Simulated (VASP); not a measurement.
# SiNi (CsCl type) (Pm-3m) in VASP: density of states with PBE

Aim: the density of states of SiNi (CsCl type) with PBE.

All numbers are computed with VASP 6.6.1; they aren't measurements. Logs are shortened: lines on timing, memory, paths and dates and some standing lists are left out, and cuts for length are marked.

## Step 1: The cell of the first run

Symmetry: Pm-3m, No. 221, cubic system. The conventional cell has a = 2.326 Å, b = 2.326 Å, c = 2.326 Å, α = 90.00°, β = 90.00°, γ = 90.00°. Ni (site symmetry m-3m) has 8 Si at 2.01 Å and 6 Ni at 2.33 Å within 2.7 Å. Within 2.7 Å of Si (site symmetry m-3m) lie 8 Ni at 2.01 Å and 6 Si at 2.33 Å.

## Step 2: Density of states, PBE (volume scaled by 0.55)

The input, POSCAR:

```
SiNi
1.0
    2.3258298499      0.0000000000      0.0000000000
    0.0000000000      2.3258298499      0.0000000000
    0.0000000000      0.0000000000      2.3258298499
Ni Si
1 1
Direct
    0.0000000000      0.0000000000      0.0000000000
    0.5000000000      0.5000000000      0.5000000000
```

The input, INCAR.step1:

```
PREC = Accurate ; ENCUT = 520
EDIFF = 1E-6 ; ISMEAR = -1
SIGMA = 0.1 ; LREAL = F
LASPH = T ; NELM = 60
ALGO = Normal ; ISIF = 2
LWAVE = F ; LCHARG = T
LMAXMIX = 4 ; GGA = PE
NBANDS = 14
```

The input, KPOINTS.step1:

```
regular mesh
0
Gamma
  15 15 15
```

The input, INCAR.step2:

```
PREC = Accurate ; ENCUT = 520
EDIFF = 1E-6 ; ISMEAR = -5
SIGMA = 0.1 ; LREAL = F
LASPH = T ; NELM = 60
ALGO = Normal ; ISIF = 2
LWAVE = F ; LCHARG = F
LMAXMIX = 4 ; GGA = PE
LORBIT = 11 ; NBANDS = 14
NEDOS = 2001 ; ICHARG = 11
```

The input, KPOINTS.step2:

```
regular mesh
0
Gamma
  23 23 23
```

Potentials or basis: VASP PAW PBE potentials, release 64 (Ni, Si).

Run with:

```console
$ cat potpaw_PBE.64/Ni/POTCAR potpaw_PBE.64/Si/POTCAR > POTCAR
$ cp INCAR.step1 INCAR
$ cp KPOINTS.step1 KPOINTS
$ mpirun -np 1 vasp_std > vasp.out
$ cp INCAR.step2 INCAR
$ cp KPOINTS.step2 KPOINTS
$ mpirun -np 1 vasp_std > vasp.out
```

OUTCAR:

```text
PREC = Accurate
   ENCUT = 520
   EDIFF = 1E-6
   ISMEAR = -5
   LREAL = F
   LASPH = T
   NELM = 60
   ISIF = 2
   GGA = PE
   LORBIT = 11
   ICHARG = 11

 ion  position               nearest neighbor table
   1  0.000  0.000  0.000-   2 2.01   2 2.01   2 2.01   2 2.01   2 2.01   2 2.01   2 2.01   2 2.01

   2  0.500  0.500  0.500-   1 2.01   1 2.01   1 2.01   1 2.01   1 2.01   1 2.01   1 2.01   1 2.01

  LATTYP: Found a simple cubic cell.
 ALAT       =     2.3258298499

  Lattice vectors:

 A1 = (   2.3258298499,   0.0000000000,   0.0000000000)
 A2 = (   0.0000000000,   2.3258298499,   0.0000000000)
 A3 = (   0.0000000000,   0.0000000000,   2.3258298499)

Analysis of symmetry for initial positions (statically):
=====================================================================
 Subroutine PRICEL returns:
 Original cell was already a primitive cell.

 Routine SETGRP: Setting up the symmetry group for a
 simple cubic supercell.

 Subroutine GETGRP returns: Found 48 space group operations
 (whereof 48 operations were pure point group operations)
 out of a pool of 48 trial point group operations.

The static configuration has the point symmetry O_h .

Analysis of symmetry for dynamics (positions and initial velocities):
=====================================================================
 Subroutine PRICEL returns:
 Original cell was already a primitive cell.

 Routine SETGRP: Setting up the symmetry group for a
 simple cubic supercell.

 Subroutine GETGRP returns: Found 48 space group operations
 (whereof 48 operations were pure point group operations)
 out of a pool of 48 trial point group operations.

The dynamic configuration has the point symmetry O_h .

 Subroutine INISYM returns: Found 48 space group operations
 (whereof 48 operations are pure point group operations),
 and found     1 'primitive' translations

----------------------------------------------------------------------------------------

                                     Primitive cell

  volume of cell :      12.5815

  direct lattice vectors                    reciprocal lattice vectors
     2.325829850  0.000000000  0.000000000     0.429954066  0.000000000  0.000000000
     0.000000000  2.325829850  0.000000000     0.000000000  0.429954066  0.000000000
     0.000000000  0.000000000  2.325829850     0.000000000  0.000000000  0.429954066

  length of vectors
     2.325829850  2.325829850  2.325829850     0.429954066  0.429954066  0.429954066

  position of ions in fractional coordinates (direct lattice)
     0.000000000  0.000000000  0.000000000
     0.500000000  0.500000000  0.500000000

  ion indices of the primitive-cell ions
   primitive index   ion index
                 1           1
                 2           2

----------------------------------------------------------------------------------------

 KPOINTS: regular mesh

Automatic generation of k-mesh.
 Grid dimensions read from file:
 generate k-points for:   23   23   23

 Generating k-lattice:

  Cartesian coordinates                     Fractional coordinates (reciprocal lattice)
     0.018693655  0.000000000  0.000000000     0.043478261  0.000000000  0.000000000
     0.000000000  0.018693655  0.000000000     0.000000000  0.043478261  0.000000000
     0.000000000  0.000000000  0.018693655     0.000000000  0.000000000  0.043478261

  Length of vectors
     0.018693655  0.018693655  0.018693655

  Shift w.r.t. Gamma in fractional coordinates (k-lattice)
     0.000000000  0.000000000  0.000000000

 TETIRR: Found   6051 inequivalent tetrahedra from    73002

 Subroutine IBZKPT returns following result:
 ===========================================

 Found    364 irreducible k-points:

 Following reciprocal coordinates:
            Coordinates               Weight
  0.000000  0.000000  0.000000      1.000000
  0.043478  0.000000  0.000000      6.000000
  0.086957  0.000000  0.000000      6.000000
  0.130435  0.000000  0.000000      6.000000
  0.173913  0.000000  0.000000      6.000000
  0.217391  0.000000  0.000000      6.000000
[... 16 lines left out ...]
  0.478261  0.043478  0.000000     24.000000
  0.086957  0.086957  0.000000     12.000000
 [... further k-points ...]
   k-points           NKPTS =    364   k-points in BZ     NKDIM =    364   number of bands    NBANDS=     14
   number of dos      NEDOS =   2001   number of ions     NIONS =      2
   total plane-waves  NPLWV =   5832
   dimension x,y,z NGX =    18 NGY =   18 NGZ =   18
   dimension x,y,z NGXF=    36 NGYF=   36 NGZF=   36
   ions per type =               1   1
   NGX,Y,Z   is equivalent  to a cutoff of  12.87, 12.87, 12.87 a.u.
   NGXF,Y,Z  is equivalent  to a cutoff of  25.73, 25.73, 25.73 a.u.
 SYSTEM =  unknown system
   PREC   = accura    normal or accurate (medium, high low for compatibility)
   ISTART =      0    job   : 0-new  1-cont  2-samecut
   ICHARG =     11    charge: 1-file 2-atom 10-const
   ISPIN  =      1    spin polarized calculation?
   LNONCOLLINEAR =      F non collinear calculations
   LSORBIT =      F    spin-orbit coupling
   LASPH  =      T    aspherical Exc in radial PAW
   ENCUT  =  520.0 eV  38.22 Ry    6.18 a.u.   4.32  4.32  4.32*2*pi/ulx,y,z
   NELM   =     60;   NELMIN=  2; NELMDL=  0     # of ELM steps
   EDIFF  = 0.1E-05   stopping-criterion for ELM
   LREAL  =      F    real-space projection
   EDIFFG = 0.1E-04   stopping-criterion for IOM
   NSW    =      0    number of steps for IOM
   IBRION =     -1    ionic relax: 0-MD 1-quasi-New 2-CG
   NFREE  =      0    steps in history (QN), initial steepest desc. (CG)
   ISIF   =      2    stress and relaxation
   ISYM   =      2    0-nonsym 1-usesym 2-fastsym
   POTIM  = 0.5000    time-step for ionic-motion
   TEBEG  =    0.0;   TEEND  =   0.0 temperature during run
   PSTRESS=    0.0 pullay stress
   NELECT =      14.0000    total number of electrons
   NUPDOWN=      -1.0000    fix difference up-down
   EMIN   =  10.00;   EMAX   =-10.00  energy-range for DOS
   EFERMI =   0.00;   METHOD = LEGACY
   ISMEAR =    -5;   SIGMA  =   0.10  broadening in eV -4-tet -1-fermi 0-gaus
   EFERMI_NEDOS =   21; number of points for ismear=-14 and -15
   IALGO  =     38    algorithm
   IMIX   =      4    mixing-type and parameters
     AMIX     =   0.40;   BMIX     =  1.00
     AMIX_MAG =   1.60;   BMIX_MAG =  1.00
  volume/ion in A,a.u.               =       6.29        42.45
  Fermi-wavevector in a.u.,A,eV,Ry     =   1.696444  3.205815 39.156517  2.877923
  Thomas-Fermi vector in A             =   2.777306
   LORBIT       =     11    0 simple, 1 ext, 2 COOP (PROOUT), +10 PAW based schemes
   GGA     = PE    functional components
   LHFCALC =     F    Hartree Fock is set to
   AEXX    =    0.0000 exact exchange contribution
   IVDW    =     0    specifies the selected vdW correction
   LEPSILON=     F    determine dielectric tensor
   LRPA    =     F    only Hartree local field effects (RPA)
 non-spin polarized calculation
 Fermi weights with tetrahedron method with Bloechl corrections
  energy-cutoff  :      520.00
  volume of cell :       12.58
 maximum number of plane-waves:       350
 NGX is ok and might be reduce to    18

 number of electron      14.0000020 magnetization

 Free energy of the ion-electron system (eV)
  ---------------------------------------------------
  ext. energy  EPLUGINS =         0.00000000
  ---------------------------------------------------
  free energy    TOTEN  =        -3.83656665 eV

  energy without entropy =       -3.83656665  energy(sigma->0) =       -3.83656665

 E-fermi :  25.2715     XC(G=0): -15.8847

 val. band max:       25.3253015122   @ k =   0.1739   0.1304   0.1304
 cond. band min:      25.0562088965   @ k =   0.2609   0.2609   0.2609
 fundamental gap:     -0.2690926157
 Fermi energy:        25.2714933352

 k-point     1 :       0.0000    0.0000    0.0000
  band No.  band energies     occupation
      1       3.3298      2.00000
      2      14.5871      2.00000
      3      14.5871      2.00000
      4      19.3703      2.00000
      5      19.3703      2.00000
      6      19.3703      2.00000
      7      28.3742      0.00000
      8      28.3742      0.00000
      9      28.3742      0.00000
     10      31.8722      0.00000
     11      31.8722      0.00000
     12      47.2466      0.00000
     13      49.4490      0.00000
     14      49.4490      0.00000

 k-point     2 :       0.0435    0.0000    0.0000
  band No.  band energies     occupation
      1       3.3843      2.00000
      2      14.5837      2.00000
      3      14.6107      2.00000
      4      19.3214      2.00000
      5      19.3214      2.00000
      6      19.3758      2.00000
      7      27.8825      0.00000
      8      28.4601      0.00000
      9      28.4601      0.00000
     10      31.8256      0.00000
     11      32.3731      0.00000
     12      47.3653      0.00000
     13      48.8381      0.00000
     14      48.8548      0.00000
[... 343 lines left out ...]
      1       9.1949      2.00000
      2      10.1093      2.00000
      3      16.1012      2.00000
      4      17.3204      2.00000
      5      17.3709      2.00000
      6      19.6305      2.00000
      7      21.7151      2.00000
      8      28.9584      0.00000
      9      34.2633      0.00000
     10      34.6883      0.00000
     11      37.2651      0.00000
     12      37.3788      0.00000
     13      42.1580      0.00000
     14      45.0992      0.00000

 k-point    24 :       0.0870    0.0870    0.0000
  band No.  band energies     occupation
      1       3.7632      2.00000
      2      14.6180      2.00000
      3      14.7094      2.00000
      4      18.9782      2.00000
      5      19.1624      2.00000
      6      19.2489      2.00000
      7      26.7423      0.00000
      8      27.5622      0.00000
      9      29.0436      0.00000
     10      32.4462      0.00000
     11      34.1509      0.00000
     12      46.0095      0.00000
     13      47.3315      0.00000
     14      48.1257      0.00000

 [... further k-points ...]

------------------------ aborting loop because EDIFF is reached ----------------------------------------

  FORCE on cell =-STRESS in cart. coord.  units (eV):
  Direction    XX          YY          ZZ          XY          YZ          ZX
  --------------------------------------------------------------------------------------
  -------------------------------------------------------------------------------------
  Total       32.4150963     32.4150963     32.4150963     -0.0000000     -0.0000000      0.0000000
  in kB     4127.8516226   4127.8516226   4127.8516226     -0.0000000     -0.0000000      0.0000000
  external PRESSURE =    4127.8516226 kB  Pullay stress =       0.0000000 kB

 VOLUME and BASIS-vectors are now :
 -----------------------------------------------------------------------------
  energy-cutoff  :      520.00
  volume of cell :       12.58
      direct lattice vectors                 reciprocal lattice vectors
     2.325829850  0.000000000  0.000000000     0.429954066  0.000000000  0.000000000
     0.000000000  2.325829850  0.000000000     0.000000000  0.429954066  0.000000000
     0.000000000  0.000000000  2.325829850     0.000000000  0.000000000  0.429954066

 POSITION                                       TOTAL-FORCE (eV/Angst)
 -----------------------------------------------------------------------------------
      0.00000      0.00000      0.00000         0.000000      0.000000      0.000000
      1.16291      1.16291      1.16291         0.000000      0.000000      0.000000
 -----------------------------------------------------------------------------------
    total drift:                               -0.000000     -0.000000     -0.000000

  FREE ENERGIE OF THE ION-ELECTRON SYSTEM (eV)
  ---------------------------------------------------
  free  energy   TOTEN  =        -3.8365666507 eV

  energy  without entropy=       -3.8365666507  energy(sigma->0) =       -3.83656665

 total charge

# of ion       s       p       d       tot
------------------------------------------
    1        0.828   1.619   9.248  11.694
    2        0.766   1.431   0.000   2.197
--------------------------------------------------
tot          1.594   3.050   9.248  13.892
```

Run time: 22 s. Hardware: 1 thread of Intel Xeon 6975P-C (Granite Rapids), shared host; peak memory 0.18 GiB.

What came out:

```yaml
Valence_electrons_inside_the_program's_atomic_spheres: Ni 11.69; Si 2.20
```

Caveat: tetrahedron occupations give inexact forces and stress in metals. Spin polarisation is off, so any magnetic state and its effect on volume and gap are missing.
